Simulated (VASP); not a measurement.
# MnS (P6_3mc) in VASP: settings compared

Aim: see how the results for MnS move with the level of theory and the settings. Levels: RPBE, PBE, PBEsol. Tasks: single point.

Everything below comes from runs of VASP 6.6.1. Logs are shortened: lines on timing, memory, paths and dates and some standing lists are left out, and cuts for length are marked.

## (1) The cell of the first run

Symmetry: P6_3mc, No. 186, hexagonal system. The conventional cell has a = 3.954 Å, b = 3.954 Å, c = 6.343 Å, α = 90.00°, β = 90.00°, γ = 120.00°. Within 3.1 Å of Mn (site symmetry 3m) lie 4 S at 2.36 to 2.42 Å. S (site symmetry 3m) has 4 Mn at 2.36 to 2.42 Å within 3.1 Å.

## (2) Single point, RPBE, collinear spin, ferromagnetic start

Contents of INCAR:

```
SYSTEM = MnS
ALGO     = Normal         ! electronic algorithm
EDIFF    = 1E-6           ! SCF threshold, eV
ENCUT    = 520            ! plane-wave cutoff, eV
GGA      = RP             ! functional
ISIF     = 2              ! what is computed and relaxed
ISMEAR   = -1             ! smearing method
ISPIN    = 2              ! spin polarisation
LASPH    = .True.         ! aspherical terms in the spheres
LCHARG   = .False.        ! write CHGCAR
LMAXMIX  = 4              ! l up to which the mixer works
LORBIT   = 11             ! projections on sites
LREAL    = .False.        ! projectors in reciprocal space
LWAVE    = .False.        ! write WAVECAR
MAGMOM   = 4 4 0 0        ! initial moments
NBANDS   = 31             ! bands
NELM     = 150            ! most SCF steps
PREC     = Accurate       ! precision mode
SIGMA    = 0.05           ! smearing width, eV
```

Contents of KPOINTS:

```
k-points
0
Gamma
  8 8 4
  0 0 0
```

Contents of POSCAR:

```
MnS
1.0
    3.9535769233      0.0000000000      0.0000000000
   -1.9767884617      3.4238980514      0.0000000000
    0.0000000000      0.0000000000      6.3425288600
Mn S
2 2
Direct
    0.6666666667      0.3333333333      0.4988446700
    0.3333333333      0.6666666667      0.9988446700
    0.3333333333      0.6666666667      0.6261543000
    0.6666666667      0.3333333333      0.1261543000
```

Potentials or basis: VASP PAW PBE potentials, release 64 (Mn_pv, S).

Started as:

```bash
$ cat potpaw_PBE.64/Mn_pv/POTCAR potpaw_PBE.64/S/POTCAR > POTCAR
$ mpirun -np 1 vasp_std > vasp.out
```

OUTCAR:

```text
SYSTEM = MnS
   EDIFF = 1E-6
   ENCUT = 520
   GGA = RP
   ISIF = 2
   ISMEAR = -1
   ISPIN = 2
   LASPH = .True.
   LORBIT = 11
   LREAL = .False.
   NELM = 150
   PREC = Accurate

 ion  position               nearest neighbor table
   1  0.667  0.333  0.499-   4 2.36   3 2.42   3 2.42   3 2.42
   2  0.333  0.667  0.999-   3 2.36   4 2.42   4 2.42   4 2.42
   3  0.333  0.667  0.626-   2 2.36   1 2.42   1 2.42   1 2.42
   4  0.667  0.333  0.126-   1 2.36   2 2.42   2 2.42   2 2.42

  LATTYP: Found a hexagonal cell.
 ALAT       =     3.9535769233
 C/A-ratio  =     1.6042507792

  Lattice vectors:

 A1 = (   3.9535769233,   0.0000000000,   0.0000000000)
 A2 = (  -1.9767884617,   3.4238980514,   0.0000000000)
 A3 = (   0.0000000000,   0.0000000000,   6.3425288600)

Analysis of symmetry for initial positions (statically):
=====================================================================
 Subroutine PRICEL returns:
 Original cell was already a primitive cell.

 Routine SETGRP: Setting up the symmetry group for a
 hexagonal supercell.

 Subroutine GETGRP returns: Found 12 space group operations
 (whereof  6 operations were pure point group operations)
 out of a pool of 24 trial point group operations.

The static configuration has the point symmetry C_3v.
 The point group associated with its full space group is C_6v.

Analysis of symmetry for dynamics (positions and initial velocities):
=====================================================================
 Subroutine PRICEL returns:
 Original cell was already a primitive cell.

 Routine SETGRP: Setting up the symmetry group for a
 hexagonal supercell.

 Subroutine GETGRP returns: Found 12 space group operations
 (whereof  6 operations were pure point group operations)
 out of a pool of 24 trial point group operations.

The dynamic configuration has the point symmetry C_3v.
 The point group associated with its full space group is C_6v.

Analysis of structural, dynamic, and magnetic symmetry:
=====================================================================
 Subroutine PRICEL returns:
 Original cell was already a primitive cell.

 Routine SETGRP: Setting up the symmetry group for a
 hexagonal supercell.

 Subroutine GETGRP returns: Found 12 space group operations
 (whereof  6 operations were pure point group operations)
 out of a pool of 24 trial point group operations.

The overall configuration has the point symmetry C_3v.
 The point group associated with its full space group is C_6v.

 Subroutine INISYM returns: Found 12 space group operations
 (whereof  6 operations are pure point group operations),
 and found     1 'primitive' translations
[... 123 lines left out ...]
   LORBIT       =     11    0 simple, 1 ext, 2 COOP (PROOUT), +10 PAW based schemes
   GGA     = RP    functional components
   LHFCALC =     F    Hartree Fock is set to
   AEXX    =    0.0000 exact exchange contribution
   IVDW    =     0    specifies the selected vdW correction
   LEPSILON=     F    determine dielectric tensor
   LRPA    =     F    only Hartree local field effects (RPA)
 spin polarized calculation
  energy-cutoff  :      520.00
  volume of cell :       85.86
 maximum number of plane-waves:      2340
 NGX is ok and might be reduce to    30
   NGX = 15   NGY = 15   NGZ = 23

 number of electron      37.9999985 magnetization      10.0886481

 number of electron      37.9999985 magnetization       9.9278835

 Free energy of the ion-electron system (eV)
  ---------------------------------------------------
  ext. energy  EPLUGINS =         0.00000000
  ---------------------------------------------------
  free energy    TOTEN  =       -27.06971019 eV

  energy without entropy =      -27.06193797  energy(sigma->0) =      -27.06582408

 E-fermi :   4.9776     XC(G=0):  -9.1871

 val. band max:        4.9431621223   @ k =   0.0000   0.0000   0.2500
 cond. band min:       4.9878274700   @ k =   0.1250   0.0000   0.0000
 fundamental gap:      0.0446653477
 Fermi energy:         4.9776093598

 spin component 1

 k-point     1 :       0.0000    0.0000    0.0000
  band No.  band energies     occupation
      1     -45.9984      1.00000
      2     -45.9984      1.00000
      3     -45.9977      1.00000
      4     -45.9977      1.00000
      5     -45.9858      1.00000
      6     -45.9818      1.00000
[... 805 lines left out ...]
     30      12.2272      0.00000
     31      12.5469      0.00000

 [... further k-points ...]

 spin component 2

 k-point     1 :       0.0000    0.0000    0.0000
  band No.  band energies     occupation
      1     -41.3459      1.00000
      2     -41.3454      1.00000
      3     -41.3454      1.00000
      4     -41.3444      1.00000
      5     -41.3444      1.00000
      6     -41.3402      1.00000
[... 805 lines left out ...]
     30      13.2385      0.00000
     31      13.5726      0.00000

 [... further k-points ...]
[... 5 lines left out ...]
  --------------------------------------------------------------------------------------
  -------------------------------------------------------------------------------------
  Total        2.5025313      2.5025313      3.9414415     -0.0000000      0.0000000      0.0000000
  in kB       46.6999737     46.6999737     73.5516114     -0.0000000      0.0000000      0.0000000
  external PRESSURE =      55.6505196 kB  Pullay stress =       0.0000000 kB

 VOLUME and BASIS-vectors are now :
 -----------------------------------------------------------------------------
  energy-cutoff  :      520.00
  volume of cell :       85.86
      direct lattice vectors                 reciprocal lattice vectors
     3.953576923  0.000000000  0.000000000     0.252935511  0.146032385  0.000000000
    -1.976788462  3.423898051  0.000000000     0.000000000  0.292064771  0.000000000
     0.000000000  0.000000000  6.342528860     0.000000000  0.000000000  0.157665818

 POSITION                                       TOTAL-FORCE (eV/Angst)
 -----------------------------------------------------------------------------------
      1.97679      1.14130      3.16394        -0.000000      0.000000      0.299656
     -0.00000      2.28260      6.33520         0.000000     -0.000000      0.299656
     -0.00000      2.28260      3.97140         0.000000      0.000000     -0.299656
      1.97679      1.14130      0.80014        -0.000000     -0.000000     -0.299656
 -----------------------------------------------------------------------------------
    total drift:                                0.000000      0.000001      0.001674

  FREE ENERGIE OF THE ION-ELECTRON SYSTEM (eV)
  ---------------------------------------------------
  free  energy   TOTEN  =       -27.0697101901 eV

  energy  without entropy=      -27.0619379673  energy(sigma->0) =      -27.06582408

 total charge

# of ion       s       p       d       tot
------------------------------------------
    1        0.261   6.220   4.904  11.385
    2        0.261   6.220   4.904  11.385
    3        1.316   2.483   0.000   3.799
    4        1.316   2.483   0.000   3.799
--------------------------------------------------
tot          3.154  17.405   9.808  30.366

 magnetization (x)

# of ion       s       p       d       tot
------------------------------------------
    1        0.049   0.072   4.233   4.353
    2        0.049   0.072   4.233   4.353
    3        0.011   0.078   0.000   0.089
    4        0.011   0.078   0.000   0.089
--------------------------------------------------
tot          0.120   0.299   8.466   8.885
```

OSZICAR:

```text
N       E                     dE             d eps       ncg     rms          rms(c)
DAV:   1     0.375458102117E+03    0.37546E+03   -0.20507E+04  3832   0.126E+03
DAV:   2    -0.214967004053E+01   -0.37761E+03   -0.35807E+03  3804   0.367E+02
DAV:   3    -0.285897174293E+02   -0.26440E+02   -0.26007E+02  4470   0.104E+02
DAV:   4    -0.291741746830E+02   -0.58446E+00   -0.58333E+00  4079   0.157E+01
DAV:   5    -0.291850976373E+02   -0.10923E-01   -0.10920E-01  4546   0.237E+00    0.162E+01
DAV:   6    -0.270418136873E+02    0.21433E+01   -0.13268E+01  4159   0.364E+01    0.156E+01
DAV:   7    -0.270442704549E+02   -0.24568E-02   -0.22054E+00  3944   0.135E+01    0.990E+00
DAV:   8    -0.270591791579E+02   -0.14909E-01   -0.14136E-01  4397   0.306E+00    0.530E+00
DAV:   9    -0.270641825895E+02   -0.50034E-02   -0.62230E-02  3876   0.176E+00    0.579E-01
DAV:  10    -0.270681723394E+02   -0.39897E-02   -0.11892E-02  4140   0.746E-01    0.225E-01
DAV:  11    -0.270689229562E+02   -0.75062E-03   -0.10220E-03  4240   0.236E-01    0.163E-01
DAV:  12    -0.270692759264E+02   -0.35297E-03   -0.35527E-04  4236   0.899E-02    0.138E-01
DAV:  13    -0.270694995491E+02   -0.22362E-03   -0.96229E-05  3979   0.474E-02    0.659E-02
DAV:  14    -0.270696870302E+02   -0.18748E-03   -0.25518E-04  3874   0.746E-02    0.233E-02
DAV:  15    -0.270697007376E+02   -0.13707E-04   -0.10859E-05  4420   0.213E-02    0.567E-03
DAV:  16    -0.270697072568E+02   -0.65192E-05   -0.57410E-06  3742   0.934E-03    0.318E-03
DAV:  17    -0.270697100354E+02   -0.27786E-05   -0.46031E-06  3672   0.822E-03    0.168E-03
DAV:  18    -0.270697101901E+02   -0.15469E-06   -0.18163E-07  2959   0.229E-03
   1 F= -.27069710E+02 E0= -.27065824E+02  d E =-.777222E-02  mag=     9.9280
```

It took 4 min on 1 thread of Intel Xeon Platinum 8488C (Sapphire Rapids), shared host; peak memory 0.29 GiB.

What came out:

| Property | Result |
| --- | --- |
| Free energy | -27.0697 eV |
| Pressure | 5.6 GPa |
| Largest force | 0.300 eV/Å |
| Net moment | 9.93 μB per cell |
| Site moments | Mn +4.35; S +0.09 μB |
| Valence electrons inside the program's atomic spheres | Mn 11.38; S 3.80 |

Forces in eV/Å, atoms in the order of the input:
```
Mn   0.000  0.000  0.300
Mn   0.000  0.000  0.300
S    0.000  0.000 -0.300
S    0.000  0.000 -0.300
```

Caveat: the PAW data sets were made with another functional, which shifts forces and pressure a little; semilocal functionals often make such compounds metallic where correlation or magnetic order opens a gap, which also shifts bond lengths; only a ferromagnetic start was run, and an antiferromagnetic order may lie lower in energy. With open d or f shells a metallic result of RPBE can be an artefact of self-interaction; +U or a hybrid may open a gap.

## (3) Single point, PBE, collinear spin, zero start

Contents of INCAR:

```
ALGO = Normal
EDIFF = 1E-6
ENCUT = 520
GGA = PE
ISIF = 2
ISMEAR = -1
ISPIN = 2
LASPH = T
LCHARG = F
LMAXMIX = 4
LORBIT = 11
LREAL = F
LWAVE = F
MAGMOM = 0 0 0 0
NBANDS = 31
NELM = 150
NUPDOWN = 0.0
PREC = Accurate
SIGMA = 0.05
```

Contents of KPOINTS:

```
k-points
0
Gamma
  7 7 4
```

POSCAR is that of step 2.

Potentials or basis: VASP PAW PBE potentials, release 64 (Mn_pv, S).

Started as:

```bash
$ cat potpaw_PBE.64/Mn_pv/POTCAR potpaw_PBE.64/S/POTCAR > POTCAR
$ mpirun -np 1 vasp_std > vasp.out
```

Wall time 1.9 min (1 thread of Intel Xeon Platinum 8375C at 2.90GHz (Ice Lake), shared host); peak memory 0.28 GiB.

The run converged. Its results:

```yaml
Free_energy: -25.0652 eV
Pressure: -19.6 GPa
Largest_force: 0.136 eV/Å
Net_moment: 0.00 μB per cell
Valence_electrons_inside_the_program's_atomic_spheres: Mn 11.51; S 3.63
```

Forces in eV/Å, atoms in the order of the input:
```
Mn   0.000  0.000  0.136
Mn   0.000  0.000  0.136
S    0.000  0.000 -0.136
S    0.000  0.000 -0.136
```

Stress tensor (GPa, compression positive):
```
-20.15   0.00   0.00
  0.00 -20.15   0.00
  0.00   0.00 -18.54
```

Caveat: the total moment is fixed, so each spin has its own Fermi level.

## (4) Single point, PBEsol, collinear spin, ferromagnetic start

Contents of INCAR:

```
  PREC = Accurate
  ENCUT = 520
  EDIFF = 1E-7
  ISMEAR = -1
  SIGMA = 0.05
  LREAL = False
  LASPH = True
  NELM = 150
  ALGO = Normal
  ISIF = 2
  LWAVE = False
  LCHARG = False
  ISPIN = 2
  MAGMOM = 5 5 0 0
  LORBIT = 11
  NUPDOWN = 10.0
  LMAXMIX = 4
  GGA = PS
  NBANDS = 31
```

Contents of KPOINTS:

```
regular mesh
0
Gamma
  7 7 4
```

POSCAR is that of step 3.

Potentials or basis: VASP PAW PBE potentials, release 64 (Mn_pv, S).

Started as:

```bash
$ cat potpaw_PBE.64/Mn_pv/POTCAR potpaw_PBE.64/S/POTCAR > POTCAR
$ mpirun -np 1 vasp_std > vasp.out
```

OUTCAR:

```text
PREC = Accurate
   ENCUT = 520
   EDIFF = 1E-7
   ISMEAR = -1
   LREAL = False
   LASPH = True
   NELM = 150
   ISIF = 2
   ISPIN = 2
   LORBIT = 11
   NUPDOWN = 10.0
   GGA = PS

 ion  position               nearest neighbor table
   1  0.667  0.333  0.499-   4 2.36   3 2.42   3 2.42   3 2.42
   2  0.333  0.667  0.999-   3 2.36   4 2.42   4 2.42   4 2.42
   3  0.333  0.667  0.626-   2 2.36   1 2.42   1 2.42   1 2.42
   4  0.667  0.333  0.126-   1 2.36   2 2.42   2 2.42   2 2.42

  LATTYP: Found a hexagonal cell.
 ALAT       =     3.9535769233
 C/A-ratio  =     1.6042507792

  Lattice vectors:

 A1 = (   3.9535769233,   0.0000000000,   0.0000000000)
 A2 = (  -1.9767884617,   3.4238980514,   0.0000000000)
 A3 = (   0.0000000000,   0.0000000000,   6.3425288600)

Analysis of symmetry for initial positions (statically):
[... 1838 lines left out ...]

------------------------ aborting loop because EDIFF is reached ----------------------------------------

  FORCE on cell =-STRESS in cart. coord.  units (eV):
  Direction    XX          YY          ZZ          XY          YZ          ZX
  --------------------------------------------------------------------------------------
  -------------------------------------------------------------------------------------
  Total       -0.1456057     -0.1456057      1.1197649      0.0000000      0.0000000      0.0000000
  in kB       -2.7171613     -2.7171613     20.8960389      0.0000000      0.0000000      0.0000000
  external PRESSURE =       5.1539054 kB  Pullay stress =       0.0000000 kB

 VOLUME and BASIS-vectors are now :
 -----------------------------------------------------------------------------
  energy-cutoff  :      520.00
  volume of cell :       85.86
      direct lattice vectors                 reciprocal lattice vectors
     3.953576923  0.000000000  0.000000000     0.252935511  0.146032385  0.000000000
    -1.976788462  3.423898051  0.000000000     0.000000000  0.292064771  0.000000000
     0.000000000  0.000000000  6.342528860     0.000000000  0.000000000  0.157665818

 POSITION                                       TOTAL-FORCE (eV/Angst)
 -----------------------------------------------------------------------------------
      1.97679      1.14130      3.16394         0.000000     -0.000000      0.273309
     -0.00000      2.28260      6.33520        -0.000000      0.000000      0.273309
     -0.00000      2.28260      3.97140         0.000000      0.000000     -0.273309
      1.97679      1.14130      0.80014        -0.000000     -0.000000     -0.273309
 -----------------------------------------------------------------------------------
    total drift:                                0.000000      0.000001      0.001840

  FREE ENERGIE OF THE ION-ELECTRON SYSTEM (eV)
  ---------------------------------------------------
  free  energy   TOTEN  =       -29.5167619570 eV

  energy  without entropy=      -29.5167559123  energy(sigma->0) =      -29.51675893

 total charge

# of ion       s       p       d       tot
------------------------------------------
    1        0.269   6.227   4.904  11.400
    2        0.269   6.227   4.904  11.400
    3        1.308   2.440   0.000   3.748
    4        1.308   2.440   0.000   3.748
--------------------------------------------------
tot          3.155  17.333   9.808  30.296

 magnetization (x)

# of ion       s       p       d       tot
------------------------------------------
    1        0.049   0.072   4.228   4.349
    2        0.049   0.072   4.228   4.349
    3        0.011   0.093   0.000   0.104
    4        0.011   0.093   0.000   0.104
--------------------------------------------------
tot          0.120   0.332   8.456   8.907
```

It took 4.5 min on 1 thread of AMD EPYC 7R13, shared host; peak memory 0.25 GiB.

What came out:

| Property | Result |
| --- | --- |
| Free energy | -29.5168 eV |
| Pressure | 0.5 GPa |
| Largest force | 0.273 eV/Å |
| Net moment | 10.00 μB per cell |
| Site moments | Mn +4.35; S +0.10 μB |
| Valence electrons inside the program's atomic spheres | Mn 11.40; S 3.75 |

Forces on the atoms (eV/Å):
```
Mn   0.000  0.000  0.273
Mn   0.000  0.000  0.273
S    0.000  0.000 -0.273
S    0.000  0.000 -0.273
```

Stress tensor (GPa, compression positive):
```
-0.27  0.00  0.00
 0.00 -0.27  0.00
 0.00  0.00  2.09
```

Caveat: the PAW data sets were made with another functional, which shifts forces and pressure a little; the total moment is fixed, so each spin has its own Fermi level; only a ferromagnetic start was run, and an antiferromagnetic order may lie lower in energy.

## (5) Single point, PBEsol, collinear spin, ferromagnetic start

Contents of INCAR:

```
PREC = Accurate
ENCUT = 520
EDIFF = 1E-6
ISMEAR = -1
SIGMA = 0.05
LREAL = F
LASPH = T
NELM = 150
ALGO = Normal
ISIF = 2
LWAVE = F
LCHARG = F
ISPIN = 2
MAGMOM = 6 6 0 0
LORBIT = 11
NUPDOWN = 12.0
LMAXMIX = 4
GGA = PS
NBANDS = 31
```

KPOINTS is that of step 4.

POSCAR is that of step 4.

Started as:

```bash
$ cat potpaw_PBE.64/Mn_pv/POTCAR potpaw_PBE.64/S/POTCAR > POTCAR
$ mpirun -np 1 vasp_std > vasp.out
```

Wall time 3.8 min (1 thread of AMD EPYC 7R13, shared host); peak memory 0.25 GiB.

It converged, with:

```yaml
Free_energy: -23.4018 eV
Pressure: 10.7 GPa
Largest_force: 0.300 eV/Å
Net_moment: 12.00 μB per cell
Site_moments: Mn +4.54; S +0.42 μB
Valence_electrons_inside_the_program's_atomic_spheres: Mn 11.39; S 3.69
```

Forces in eV/Å, atoms in the order of the input:
```
Mn   0.000  0.000  0.300
Mn   0.000  0.000  0.300
S    0.000  0.000 -0.300
S    0.000  0.000 -0.300
```

Stress tensor (GPa, compression positive):
```
10.02  0.00  0.00
 0.00 10.02  0.00
 0.00  0.00 12.10
```

Caveat: the PAW data sets were made with another functional, which shifts forces and pressure a little; the total moment is fixed, so each spin has its own Fermi level; only a ferromagnetic start was run, and an antiferromagnetic order may lie lower in energy.

## (6) Overview

| level | spin | fixed moment (μB) | k mesh | pressure (GPa) | moment (μB) | largest force (eV/Å) |
| --- | --- | --- | --- | --- | --- | --- |
| RPBE | collinear, ferromagnetic start | - | 8 × 8 × 4 | 5.6 | 9.93 | 0.30 |
| PBE | collinear, zero start | 0.0 | 7 × 7 × 4 | -19.6 | 0.00 | 0.14 |
| PBEsol | collinear, ferromagnetic start | 10.0 | 7 × 7 × 4 | 0.5 | 10.00 | 0.27 |
| PBEsol | collinear, ferromagnetic start | 12.0 | 7 × 7 × 4 | 10.7 | 12.00 | 0.30 |

Alike in all rows: task single point; potentials or basis VASP PAW PBE potentials, release 64 (Mn_pv, S); cell as given; cutoff (eV) 520; smearing fermi-dirac 0.05 eV.

The pressure there spans -19.6 GPa (PBE) to 10.7 GPa (PBEsol); a positive pressure means that this level wants a larger cell, a negative one a smaller.

Caveats: the PAW data sets were made with another functional, which shifts forces and pressure a little (some runs); the total moment is fixed, so each spin has its own Fermi level (some runs); semilocal functionals often make such compounds metallic where correlation or magnetic order opens a gap, which also shifts bond lengths (some runs).

Absolute energies hang on the potentials; compare differences alone.
